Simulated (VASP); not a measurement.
# Ge2Sb2Te5 (Cm) in VASP: single point with PBE

Aim: the single point of Ge2Sb2Te5 with PBE.

Program: VASP 6.6.1. These are calculated values, not measurements. Logs are shortened: lines on timing, memory, paths and dates and some standing lists are left out, and cuts for length are marked.

### 1 The cell of the first run

It takes space group Cm (No. 8, monoclinic). The conventional cell has a = 13.678 Å, b = 6.132 Å, c = 9.672 Å, α = 90.00°, β = 134.93°, γ = 90.00°. Within 3.8 Å of Ge (site symmetry m) lie 6 Te at 2.85 to 3.20 Å. Ge (site symmetry m) has 6 Te at 2.82 to 3.19 Å within 3.7 Å. Sb (site symmetry m) has 6 Te at 2.98 to 3.20 Å within 3.9 Å. Sb (site symmetry m) has 6 Te at 2.95 to 3.19 Å within 3.9 Å. Within 3.9 Å of Te (site symmetry m) lie 3 Sb at 2.98 to 3.07 Å and 2 Ge at 3.05 to 3.20 Å. Within 3.9 Å of Te (site symmetry m) lie 2 Ge at 2.95 to 3.00 Å and 2 Sb at 3.02 to 3.06 Å. Within 3.7 Å of Te (site symmetry m) lie 3 Ge at 2.82 to 3.07 Å and 2 Sb at 3.14 to 3.19 Å. Within 3.9 Å of Te (site symmetry m) lie 2 Sb at 2.95 to 3.20 Å and 3 Ge at 3.07 to 3.08 Å.

### 2 Single point, PBE

INCAR reads:

```
SYSTEM = Ge2Sb2Te5
ALGO = Normal
EDIFF = 1E-7
ENCUT = 520
GGA = PE
ISIF = 2
ISMEAR = 0
LASPH = .True.
LCHARG = .False.
LREAL = Auto
LWAVE = .False.
NBANDS = 160
NELM = 100
PREC = Accurate
SIGMA = 0.05
```

KPOINTS reads:

```
k-points
0
Gamma
  1 1 1
  0 0 0
```

POSCAR reads:

```
Ge2Sb2Te5
1.0
    6.8472950000      0.0000000000      6.8476090000
   -6.8309770000      6.1320120000      6.8476090000
   -6.8309770000     -6.1320120000      6.8476090000
Ge Sb Te
8 8 20
Direct
    0.4973430000      0.7568510000      0.7568510000
    0.4973430000      0.2568510000      0.2568510000
    0.9973430000      0.7568510000      0.2568510000
    0.9973430000      0.2568510000      0.7568510000
    0.2842870000      0.9517710000      0.9517710000
    0.2842870000      0.4517710000      0.4517710000
    0.7842870000      0.9517710000      0.4517710000
    0.7842870000      0.4517710000      0.9517710000
    0.1118700000      0.1527410000      0.1527410000
    0.1118700000      0.6527410000      0.6527410000
    0.6118700000      0.1527410000      0.6527410000
    0.6118700000      0.6527410000      0.1527410000
    0.4017080000      0.3430820000      0.8430820000
    0.4017080000      0.8430820000      0.3430820000
    0.9017080000      0.3430820000      0.3430820000
    0.9017080000      0.8430820000      0.8430820000
    0.3999590000      0.0985790000      0.0985790000
    0.3999590000      0.5985790000      0.5985790000
    0.8999590000      0.0985790000      0.5985790000
    0.8999590000      0.5985790000      0.0985790000
    0.2065190000      0.8016420000      0.8016420000
    0.2065190000      0.3016420000      0.3016420000
    0.7065190000      0.8016420000      0.3016420000
    0.7065190000      0.3016420000      0.8016420000
    0.0083240000      0.9990560000      0.9990560000
    0.0083240000      0.4990560000      0.4990560000
    0.5083240000      0.9990560000      0.4990560000
    0.5083240000      0.4990560000      0.9990560000
    0.2952880000      0.7004120000      0.2004120000
    0.2952880000      0.2004120000      0.7004120000
    0.7952880000      0.7004120000      0.7004120000
    0.7952880000      0.2004120000      0.2004120000
    0.0947020000      0.8958660000      0.3958660000
    0.0947020000      0.3958660000      0.8958660000
    0.5947020000      0.8958660000      0.8958660000
    0.5947020000      0.3958660000      0.3958660000
```

Potentials or basis: VASP PAW PBE potentials, release 64 (Ge_d, Sb, Te).

Command:

```console
$ cat potpaw_PBE.64/Ge_d/POTCAR potpaw_PBE.64/Sb/POTCAR potpaw_PBE.64/Te/POTCAR > POTCAR
$ mpirun -np 1 vasp_gam > vasp.out
```

OUTCAR:

```text
SYSTEM = Ge2Sb2Te5
   EDIFF = 1E-7
   ENCUT = 520
   GGA = PE
   ISIF = 2
   ISMEAR = 0
   LASPH = .True.
   LREAL = Auto
   NELM = 100
   PREC = Accurate

 ion  position               nearest neighbor table
   1  0.497  0.757  0.757-  35 2.85  21 2.95  28 3.07  27 3.07  31 3.08  18 3.20
   2  0.497  0.257  0.257-  36 2.85  22 2.95  28 3.07  27 3.07  32 3.08  17 3.20
   3  0.997  0.757  0.257-  33 2.85  23 2.95  26 3.07  25 3.07  29 3.08  20 3.20
   4  0.997  0.257  0.757-  34 2.85  24 2.95  26 3.07  25 3.07  30 3.08  19 3.20
   5  0.284  0.952  0.952-  25 2.82  21 3.00  17 3.05  29 3.07  30 3.07  35 3.19
   6  0.284  0.452  0.452-  26 2.82  22 3.00  18 3.05  29 3.07  30 3.07  36 3.19
[... 8 lines left out ...]
  15  0.902  0.343  0.343-  32 2.95  22 3.06  19 3.07  20 3.07  36 3.14  26 3.19
  16  0.902  0.843  0.843-  31 2.95  21 3.06  19 3.07  20 3.07  35 3.14  25 3.19
  17  0.400  0.099  0.099-   9 2.98   5 3.05  13 3.07  14 3.07   2 3.20
  18  0.400  0.599  0.599-  10 2.98   6 3.05  13 3.07  14 3.07   1 3.20
  19  0.900  0.099  0.599-  11 2.98   7 3.05  15 3.07  16 3.07   4 3.20
  20  0.900  0.599  0.099-  12 2.98   8 3.05  15 3.07  16 3.07   3 3.20
  21  0.207  0.802  0.802-   1 2.95   5 3.00  10 3.02  16 3.06
  22  0.207  0.302  0.302-   2 2.95   6 3.00   9 3.02  15 3.06
  23  0.707  0.802  0.302-   3 2.95   7 3.00  12 3.02  14 3.06
  24  0.707  0.302  0.802-   4 2.95   8 3.00  11 3.02  13 3.06
  25  0.008  0.999  0.999-   5 2.82   4 3.07   3 3.07   9 3.14  16 3.19
  26  0.008  0.499  0.499-   6 2.82   4 3.07   3 3.07  10 3.14  15 3.19
  27  0.508  0.999  0.499-   7 2.82   2 3.07   1 3.07  11 3.14  14 3.19
  28  0.508  0.499  0.999-   8 2.82   2 3.07   1 3.07  12 3.14  13 3.19
  29  0.295  0.700  0.200-  14 2.95   6 3.07   5 3.07   3 3.08  12 3.20
  30  0.295  0.200  0.700-  13 2.95   6 3.07   5 3.07   4 3.08  11 3.20
  31  0.795  0.700  0.700-  16 2.95   8 3.07   7 3.07   1 3.08  10 3.20
  32  0.795  0.200  0.200-  15 2.95   8 3.07   7 3.07   2 3.08   9 3.20
  33  0.095  0.896  0.396-   3 2.85   9 3.07  10 3.07  14 3.14   7 3.19
  34  0.095  0.396  0.896-   4 2.85   9 3.07  10 3.07  13 3.14   8 3.19
  35  0.595  0.896  0.896-   1 2.85  11 3.07  12 3.07  16 3.14   5 3.19
  36  0.595  0.396  0.396-   2 2.85  11 3.07  12 3.07  15 3.14   6 3.19

  LATTYP: Found a base centered monoclinic cell.
 ALAT       =    19.3444561352
 B/A-ratio  =     0.6339813285
 C/A-ratio  =     0.5005961099
 COS(beta)  =    -0.0012388425

  Lattice vectors:

 A1 = (   6.8309770000,  -6.1320120000,  -6.8476090000)
 A2 = (   6.8309770000,   6.1320120000,  -6.8476090000)
 A3 = (   6.8472950000,   0.0000000000,   6.8476090000)

Analysis of symmetry for initial positions (statically):
=====================================================================
 Subroutine PRICEL returns following result:

  LATTYP: Found a base centered monoclinic cell.
 ALAT       =    13.6782720000
 B/A-ratio  =     0.4483031190
 C/A-ratio  =     0.7071235363
 COS(beta)  =    -0.7062464773

  Lattice vectors:

 A1 = (   6.8391360000,  -3.0660060000,   0.0000000000)
 A2 = (   6.8391360000,   3.0660060000,   0.0000000000)
 A3 = (  -6.8309770000,  -0.0000000000,   6.8476090000)

   4 primitive cells build up your supercell.

 Routine SETGRP: Setting up the symmetry group for a
 base centered monoclinic supercell.

 Subroutine GETGRP returns: Found  2 space group operations
 (whereof  2 operations were pure point group operations)
 out of a pool of  4 trial point group operations.

The static configuration has the point symmetry C_1h.

Analysis of symmetry for dynamics (positions and initial velocities):
=====================================================================
 Subroutine PRICEL returns following result:

  LATTYP: Found a base centered monoclinic cell.
 ALAT       =    13.6782720000
 B/A-ratio  =     0.4483031190
 C/A-ratio  =     0.7071235363
 COS(beta)  =    -0.7062464773

  Lattice vectors:

 A1 = (   6.8391360000,  -3.0660060000,   0.0000000000)
 A2 = (   6.8391360000,   3.0660060000,   0.0000000000)
 A3 = (  -6.8309770000,  -0.0000000000,   6.8476090000)

   4 primitive cells build up your supercell.

 Routine SETGRP: Setting up the symmetry group for a
 base centered monoclinic supercell.

 Subroutine GETGRP returns: Found  2 space group operations
 (whereof  2 operations were pure point group operations)
 out of a pool of  4 trial point group operations.

The dynamic configuration has the point symmetry C_1h.

 Subroutine INISYM returns: Found  2 space group operations
 (whereof  2 operations are pure point group operations),
 and found     4 'primitive' translations

----------------------------------------------------------------------------------------

                                     Primitive cell

  volume of cell :     287.1727

  direct lattice vectors                    reciprocal lattice vectors
     6.839136000 -3.066006000  0.000000000     0.073108650 -0.163078611  0.072931078
     6.839136000  3.066006000  0.000000000     0.073108650  0.163078611  0.072931078
    -6.830977000 -0.000000000  6.847609000     0.000000000  0.000000000  0.146036376

  length of vectors
     7.494943230  7.494943230  9.672228068     0.193024481  0.193024481  0.146036376

  position of ions in fractional coordinates (direct lattice)
     0.497343000  0.497343000  0.011045000
     0.284287000  0.284287000  0.187829000
     0.111870000  0.111870000  0.417352000
     0.901708000  0.901708000  0.587872000
     0.399959000  0.399959000  0.597117000
     0.206519000  0.206519000  0.809803000
     0.008324000  0.008324000  0.006436000
     0.795288000  0.795288000  0.196112000
     0.594702000  0.594702000  0.386434000

  ion indices of the primitive-cell ions
   primitive index   ion index
                 1           1
                 2           5
                 3          10
                 4          16
                 5          18
                 6          21
                 7          27
                 8          31
                 9          35

----------------------------------------------------------------------------------------

 KPOINTS: k-points

Automatic generation of k-mesh.
 Grid dimensions read from file:
 generate k-points for:    1    1    1

 Generating k-lattice:

  Cartesian coordinates                     Fractional coordinates (reciprocal lattice)
     0.073108650  0.000000000  0.072931078     1.000000000  0.000000000  0.000000000
    -0.036554325  0.081539306  0.036552649     0.000000000  1.000000000  0.000000000
    -0.036554325 -0.081539306  0.036552649     0.000000000  0.000000000  1.000000000

  Length of vectors
     0.103265758  0.096545187  0.096545187

  Shift w.r.t. Gamma in fractional coordinates (k-lattice)
     0.000000000  0.000000000  0.000000000

 Subroutine IBZKPT returns following result:
 ===========================================

 Found      1 irreducible k-points:

 Following reciprocal coordinates:
            Coordinates               Weight
  0.000000  0.000000  0.000000      1.000000
   k-points           NKPTS =      1   k-points in BZ     NKDIM =      1   number of bands    NBANDS=    160
   number of dos      NEDOS =    301   number of ions     NIONS =     36
   total plane-waves  NPLWV = 583200
   dimension x,y,z NGX =    72 NGY =   90 NGZ =   90
   dimension x,y,z NGXF=   144 NGYF=  180 NGZF=  180
   ions per type =               8   8  20
   NGX,Y,Z   is equivalent  to a cutoff of  12.36, 13.06, 13.06 a.u.
   NGXF,Y,Z  is equivalent  to a cutoff of  24.72, 26.13, 26.13 a.u.
 SYSTEM =  Ge2Sb2Te5
   PREC   = accura    normal or accurate (medium, high low for compatibility)
   ISTART =      0    job   : 0-new  1-cont  2-samecut
   ICHARG =      2    charge: 1-file 2-atom 10-const
   ISPIN  =      1    spin polarized calculation?
   LNONCOLLINEAR =      F non collinear calculations
   LSORBIT =      F    spin-orbit coupling
   LASPH  =      T    aspherical Exc in radial PAW
   ENCUT  =  520.0 eV  38.22 Ry    6.18 a.u.  18.01 21.29 21.29*2*pi/ulx,y,z
   NELM   =    100;   NELMIN=  2; NELMDL= -5     # of ELM steps
   EDIFF  = 0.1E-06   stopping-criterion for ELM
   LREAL  =      T    real-space projection
   EDIFFG = 0.1E-05   stopping-criterion for IOM
   NSW    =      0    number of steps for IOM
   IBRION =     -1    ionic relax: 0-MD 1-quasi-New 2-CG
   NFREE  =      0    steps in history (QN), initial steepest desc. (CG)
   ISIF   =      2    stress and relaxation
   ISYM   =      2    0-nonsym 1-usesym 2-fastsym
   POTIM  = 0.5000    time-step for ionic-motion
   TEBEG  =    0.0;   TEEND  =   0.0 temperature during run
   PSTRESS=    0.0 pullay stress
   NELECT =     272.0000    total number of electrons
   NUPDOWN=      -1.0000    fix difference up-down
   EMIN   =  10.00;   EMAX   =-10.00  energy-range for DOS
   EFERMI =   0.00;   METHOD = LEGACY
   ISMEAR =     0;   SIGMA  =   0.05  broadening in eV -4-tet -1-fermi 0-gaus
   EFERMI_NEDOS =   21; number of points for ismear=-14 and -15
   IALGO  =     38    algorithm
   IMIX   =      4    mixing-type and parameters
     AMIX     =   0.40;   BMIX     =  1.00
     AMIX_MAG =   1.60;   BMIX_MAG =  1.00
  volume/ion in A,a.u.               =      31.91       215.33
  Fermi-wavevector in a.u.,A,eV,Ry     =   1.012815  1.913943 13.956774  1.025794
  Thomas-Fermi vector in A             =   2.145947
   LORBIT       =      0    0 simple, 1 ext, 2 COOP (PROOUT), +10 PAW based schemes
   GGA     = PE    functional components
   LHFCALC =     F    Hartree Fock is set to
   AEXX    =    0.0000 exact exchange contribution
   IVDW    =     0    specifies the selected vdW correction
   LEPSILON=     F    determine dielectric tensor
   LRPA    =     F    only Hartree local field effects (RPA)
 non-spin polarized calculation
 Gauss-broadening in eV      SIGMA  =   0.05
  energy-cutoff  :      520.00
  volume of cell :     1148.69
 maximum number of plane-waves:     15453
   NGX = 37   NGY = 43   NGZ = 43

 number of electron     271.9999985 magnetization

 Free energy of the ion-electron system (eV)
  ---------------------------------------------------
  ext. energy  EPLUGINS =         0.00000000
  ---------------------------------------------------
  free energy    TOTEN  =      -131.96886155 eV

  energy without entropy =     -131.96874300  energy(sigma->0) =     -131.96880227

 E-fermi :   5.3517     XC(G=0):  -9.1238

 val. band max:        5.2207693754   @ k =   0.0000   0.0000   0.0000
 cond. band min:       5.4826539122   @ k =   0.0000   0.0000   0.0000
 fundamental gap:      0.2618845368
 Fermi energy:         5.3517116442

 k-point     1 :       0.0000    0.0000    0.0000
  band No.  band energies     occupation
      1     -19.6096      2.00000
      2     -19.6096      2.00000
      3     -19.6096      2.00000
      4     -19.6096      2.00000
      5     -19.5943      2.00000
      6     -19.5943      2.00000
[... 140 lines left out ...]
    147       6.6033      0.00000
    148       6.6033      0.00000
 [bands above 148 left out]

------------------------ aborting loop because EDIFF is reached ----------------------------------------

  FORCE on cell =-STRESS in cart. coord.  units (eV):
  Direction    XX          YY          ZZ          XY          YZ          ZX
  --------------------------------------------------------------------------------------
  -------------------------------------------------------------------------------------
  Total       -7.5096414     49.8334774    -33.8022106      0.0000000      0.0000000     10.3879654
  in kB      -10.4743384     69.5070081    -47.1468308      0.0000000      0.0000000     14.4889828
  external PRESSURE =       3.9619463 kB  Pullay stress =       0.0000000 kB

 VOLUME and BASIS-vectors are now :
 -----------------------------------------------------------------------------
  energy-cutoff  :      520.00
  volume of cell :     1148.69
      direct lattice vectors                 reciprocal lattice vectors
     6.847295000  0.000000000  6.847609000     0.073108650  0.000000000  0.072931078
    -6.830977000  6.132012000  6.847609000    -0.036554325  0.081539306  0.036552649
    -6.830977000 -6.132012000  6.847609000    -0.036554325 -0.081539306  0.036552649

 POSITION                                       TOTAL-FORCE (eV/Angst)
 -----------------------------------------------------------------------------------
     -6.93461      0.00000     13.77085        -0.095169      0.000000      0.433653
     -0.10363      0.00000      6.92324        -0.095169      0.000000      0.433653
     -0.09547      3.06601     13.77085        -0.095169      0.000000      0.433653
     -0.09547     -3.06601     13.77085        -0.095169      0.000000      0.433653
    -11.05645      0.00000     14.98140        -0.064046      0.000000      0.086793
     -4.22548      0.00000      8.13379        -0.064046      0.000000      0.086793
[... 28 lines left out ...]
     -8.16718      0.00000     16.34137         0.397423      0.000000     -0.449139
     -1.33620      0.00000      9.49376         0.397423      0.000000     -0.449139
 -----------------------------------------------------------------------------------
    total drift:                               -0.036027      0.000017     -0.005847

  FREE ENERGIE OF THE ION-ELECTRON SYSTEM (eV)
  ---------------------------------------------------
  free  energy   TOTEN  =      -131.9688615503 eV

  energy  without entropy=     -131.9687429977  energy(sigma->0) =     -131.96880227
```

Wall time 13 min (1 thread of Intel Xeon 8259CL, shared host); peak memory 1 GiB.

Results:

```yaml
Free_energy: -131.9689 eV
Pressure: 0.4 GPa
Largest_force: 0.665 eV/Å
```

Forces on the atoms (eV/Å):
```
Ge  -0.095  0.000  0.434
Ge  -0.095  0.000  0.434
Ge  -0.095  0.000  0.434
Ge  -0.095  0.000  0.434
Ge  -0.064  0.000  0.087
Ge  -0.064  0.000  0.087
Ge  -0.064  0.000  0.087
Ge  -0.064  0.000  0.087
Sb  -0.086  0.000  0.021
Sb  -0.086  0.000  0.021
Sb  -0.086  0.000  0.021
Sb  -0.086  0.000  0.021
Sb  -0.196  0.000 -0.635
Sb  -0.196  0.000 -0.635
Sb  -0.196  0.000 -0.635
Sb  -0.196  0.000 -0.635
Te   0.159  0.000 -0.151
Te   0.159  0.000 -0.151
Te   0.159  0.000 -0.151
Te   0.159  0.000 -0.151
Te   0.095  0.000  0.022
Te   0.095  0.000  0.022
Te   0.095  0.000  0.022
Te   0.095  0.000  0.022
Te  -0.089  0.000  0.271
Te  -0.089  0.000  0.271
Te  -0.089  0.000  0.271
Te  -0.089  0.000  0.271
Te  -0.121  0.000  0.399
Te  -0.121  0.000  0.399
Te  -0.121  0.000  0.399
Te  -0.121  0.000  0.399
Te   0.397  0.000 -0.449
Te   0.397  0.000 -0.449
Te   0.397  0.000 -0.449
Te   0.397  0.000 -0.449
```

Levels at points of the mesh, in eV from the Fermi level:
```tsv
k point	band 133	band 134	band 135	band 136	band 137	band 138	band 139	band 140
(0.00, 0.00, 0.00)	-0.53	-0.50	-0.13	-0.13	0.13	0.13	0.26	0.26
```

Caveat: the k points lie up to 0.65 Å⁻¹ apart; spin-orbit coupling is left out, which moves the levels of the heavy elements.
